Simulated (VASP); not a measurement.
Crystal: CuAu.

```
CELL_PARAMETERS angstrom
1.46205 0.84411 4.31218
-1.46205 0.84411 4.31218
0.00000 -1.68823 4.31218
ATOMIC_POSITIONS crystal
Au 0.00000 0.00000 0.00000
Cu 0.50000 0.50000 0.50000
```

Base run:

- Program: VASP 6.6.1
- Functional: r2SCAN
- Potentials or basis: VASP PAW PBE potentials, release 64 (Au, Cu)
- Cutoff: 520 eV
- k mesh: 11 × 11 × 11
- Occupations: fermi-dirac, width 0.05 eV
- Spin: no spin polarisation

Its results: band gap on the k mesh zero (band 11 reaches 9.55 eV, above the bottom of band 12 at 5.22 eV); pressure -9.0 GPa.

After a change of settings the same cell gave: band gap on the k mesh zero (band 11 reaches 9.32 eV, above the bottom of band 12 at 5.18 eV); pressure -16.1 GPa. Which change was it?
A. functional from r2SCAN to PBEsol; further incar settings from ALGO = Normal; EDIFF = 1e-06; NBANDS = 18 to ALGO = Fast; EDIFF = 1e-06; NBANDS = 18
B. functional from r2SCAN to LDA; potentials or basis from VASP PAW PBE potentials, release 64 (Au, Cu) to VASP PAW LDA potentials, release 64 (Au, Cu)
C. functional from r2SCAN to PBE

B.

Caveats: spin-orbit coupling is left out, which moves the levels of the heavy elements; the PAW data sets were made with another functional, which shifts forces and pressure a little (some runs).
